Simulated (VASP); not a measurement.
Wanted: the native input for a VASP 6.6.1 run.

| Property | Result |
| --- | --- |
| Task | single point |
| Functional | PBE |
| Potentials or basis | VASP PAW PBE potentials, release 64 (Sr_sv, Cl) |
| Cutoff | 500 eV |
| k mesh | 4 × 4 × 4 |
| Occupations | gaussian, width 0.15 eV |
| Spin | no spin polarisation |
| Dipole correction | no |
| Further INCAR settings | ALGO = Normal; EDIFF = 1e-06; NBANDS = 19 |

The structure of SrCl2 lies in POSCAR:

```
SrCl2
1.0
   -2.4904399095      2.4904399095      3.5148992775
    2.4904399095     -2.4904399095      3.5148992775
    2.4904399095      2.4904399095     -3.5148992775
Sr Cl
1 2
Direct
    0.4716082047      0.4716082047      0.0000000000
    0.7215764377      0.2215764377      0.5000000000
    0.2215764377      0.7215764377      0.5000000000
```

These files were run (other wordings do the same):

INCAR

```
PREC     = Accurate       # precision mode
ENCUT    = 500            # plane-wave cutoff, eV
EDIFF    = 1E-6           # SCF threshold, eV
ISMEAR   = 0              # smearing method
SIGMA    = 0.15           # smearing width, eV
LREAL    = F              # projectors in reciprocal space
LASPH    = T              # aspherical terms in the spheres
NELM     = 120            # most SCF steps
ALGO     = Normal         # electronic algorithm
ISIF     = 2              # what is computed and relaxed
LWAVE    = F              # write WAVECAR
LCHARG   = F              # write CHGCAR
GGA      = PE             # functional
NBANDS   = 19             # bands
GGA_COMPAT= F
```

KPOINTS

```
Automatic mesh
0
Gamma
  4 4 4
```

Potentials or basis: VASP PAW PBE potentials, release 64 (Sr_sv, Cl).

Command:

```sh
$ cat potpaw_PBE.64/Sr_sv/POTCAR potpaw_PBE.64/Cl/POTCAR > POTCAR
$ mpirun -np 1 vasp_std > vasp.out
```

It gave:

The pressure is 0.1 GPa and the band gap on the k mesh is 5.23 eV, indirect (least direct gap 5.51 eV).

Caveat: the k points lie up to 0.45 Å⁻¹ apart.

Run time: 18 s on 1 thread of Intel(R) Xeon(R) Platinum 8259CL CPU @ 2.50GHz (Skylake/Cascade Lake), with other jobs on the host, peak memory 0.21 GiB.
